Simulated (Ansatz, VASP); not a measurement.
Two plane-wave programs on Si3N4

```xyz
14
Lattice="0.0000 3.9103 3.9103 3.9103 0.0000 3.9103 3.9103 3.9103 0.0000" Properties=species:S:1:pos:R:3 pbc="T T T"
Si    2.9327    2.9327    0.9776
Si    2.9327    0.9776    2.9327
Si    0.9776    2.9327    2.9327
Si    0.9776    0.9776    0.9776
Si    5.8655    5.8655    5.8655
Si    3.9103    3.9103    3.9103
N     2.8731    2.8731    2.8731
N     6.9027    4.8283    4.8283
N     4.8283    4.8283    6.9027
N     4.8283    6.9027    4.8283
N     4.9475    4.9475    2.8731
N     4.9475    2.8731    4.9475
N     6.9027    6.9027    6.9027
N     2.8731    4.9475    4.9475
```

Alike in both runs: functional PBEsol; k mesh 6 × 6 × 6; occupations gaussian, width 0.02 eV; no spin polarisation.

Ansatz relaxed the structure, and its values are those at the end. VASP's run is a single point on that final structure, the one shown.

|  | VASP | Ansatz |
| --- | --- | --- |
| version | VASP 6.6.1 | Ansatz 0.2.0 |
| potentials or method | VASP PAW PBE potentials, release 64 (Si, N), cutoff 520 eV | scalar-relativistic, plane waves, PAW |
| valence electrons in the cell | 64 | 64 |

Ansatz gave:

* gap on the k mesh at the Fermi level (eV): 3.18
* least direct gap on the mesh (eV): 3.22
* pressure (GPa): -8.6
* rms of the force components (eV/Å): 0.000

Q: What did VASP give for the same quantities?

A: gap on the k mesh at the Fermi level (eV): 3.17; least direct gap on the mesh (eV): 3.21; pressure (GPa): -8.3; rms of the force components (eV/Å): 0.003.

VASP's potentials were made for PBE, not for PBEsol. The functional is the same, so the differences come from potentials, cutoffs and numerics. Ansatz's warnings: stress scf threshold loose.
